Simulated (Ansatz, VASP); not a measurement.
## One calculation of TiAl3, two programs

Contents of POSCAR:

```
TiAl3
1.0
   -1.9111067713      1.9111067713      4.2806687947
    1.9111067713     -1.9111067713      4.2806687947
    1.9111067713      1.9111067713     -4.2806687947
Ti Al
1 3
Direct
    0.0000000000      0.0000000000      0.0000000000
    0.5000000000      0.5000000000      0.0000000000
    0.7500000000      0.2500000000      0.5000000000
    0.2500000000      0.7500000000      0.5000000000
```

The input INCAR.step1:

```
PREC = Accurate ; ENCUT = 550
ISMEAR = 0 ; SIGMA = 0.1
LREAL = F ; LASPH = T
NELM = 120 ; NBANDS = 18
GGA = PE ; ALGO = Normal
EDIFF = 1E-5 ; LWAVE = T
LCHARG = F ; GGA_COMPAT = F
```

The input INCAR.step2:

```
PREC = Accurate ; ENCUT = 550
EDIFF = 1E-6 ; ISMEAR = 0
SIGMA = 0.1 ; LREAL = F
LASPH = T ; NELM = 120
ALGO = Normal ; ISIF = 2
LWAVE = F ; LCHARG = F
METAGGA = R2SCAN ; LMIXTAU = T
NBANDS = 18 ; ISTART = 1
GGA_COMPAT = F
```

File KPOINTS:

```
regular mesh
0
Gamma
  16 16 16
```

Input for Ansatz:

```yaml
crystal:
  lattice:
    - [-1.9111067713, 1.9111067713, 4.2806687947]
    - [1.9111067713, -1.9111067713, 4.2806687947]
    - [1.9111067713, 1.9111067713, -4.2806687947]
  atoms:
    - { symbol: Ti, position: [0.0, 0.0, 0.0] }
    - { symbol: Al, position: [0.5, 0.5, 0.0] }
    - { symbol: Al, position: [0.75, 0.25, 0.5] }
    - { symbol: Al, position: [0.25, 0.75, 0.5] }
basis:
  ecutwfc: 500
kpoints:
  mp_grid: { grid: [16, 16, 16] }
hamiltonian:
  xc: r2scan
scf:
  occupations: { method: gaussian, width: 0.1 }
output:
  forces: true
  stress: true
  eigenvalues: true
  populations: true
  write_density: true
  write_potential: true
  elf: true
  volumetric_format: npy
```

Alike in both runs: task single point; functional r2SCAN; k mesh 16 × 16 × 16; occupations gaussian, width 0.1 eV; no spin polarisation.

|  | VASP | Ansatz |
| --- | --- | --- |
| version | VASP 6.6.1 | Ansatz 0.2.0 |
| potentials or method | VASP PAW PBE potentials, release 64 (Ti_sv, Al), cutoff 550 eV | scalar-relativistic, plane waves, PAW |
| valence electrons in the cell | 21 | 21 |

|  | VASP | Ansatz | Ansatz less VASP |
| --- | --- | --- | --- |
| gap on the k mesh at the Fermi level (eV) | none | none | - |
| pressure (GPa) | 0.0 | 0.1 | +0.07 |

VASP's potentials were made for PBE, not for r2SCAN. A gap of «none» marks a metal or a gap that the smearing closes.
